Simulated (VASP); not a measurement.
Input of a VASP 6.6.1 run:

File INCAR:

```
SYSTEM = La
ALGO = Normal
EDIFF = 1E-6
ENCUT = 520
GGA = RP
ISIF = 2
ISMEAR = -1
LASPH = .True.
LCHARG = .True.
LELF = .True.
LREAL = .False.
LVHAR = .True.
LWAVE = .False.
NBANDS = 18
NELM = 100
PREC = Accurate
SIGMA = 0.1
```

Contents of KPOINTS:

```
k-points
0
Gamma
  9 9 9
  0 0 0
```

POSCAR

```
La
1.0
    0.0000000000      3.2850714196      3.2850714196
    3.2850714196      0.0000000000      3.2850714196
    3.2850714196      3.2850714196      0.0000000000
La
2
Direct
    0.1250000000      0.1250000000      0.1250000000
    0.8750000000      0.8750000000      0.8750000000
```

Potentials or basis: VASP PAW PBE potentials, release 64 (La).

The run is started by

```bash
$ cat potpaw_PBE.64/La/POTCAR > POTCAR
$ mpirun -np 1 vasp_std > vasp.out
```

(1) Predict the band gap on the k mesh.

(2) Estimate the pressure.

## Answers

(1) zero (bands 11 and 12 overlap by 0.15 eV).

(2) 3.8 GPa.

Caveat: the cell stands under pressure; the PAW data sets were made with another functional, which shifts forces and pressure a little; spin-orbit coupling is left out, which moves the levels of the heavy elements.
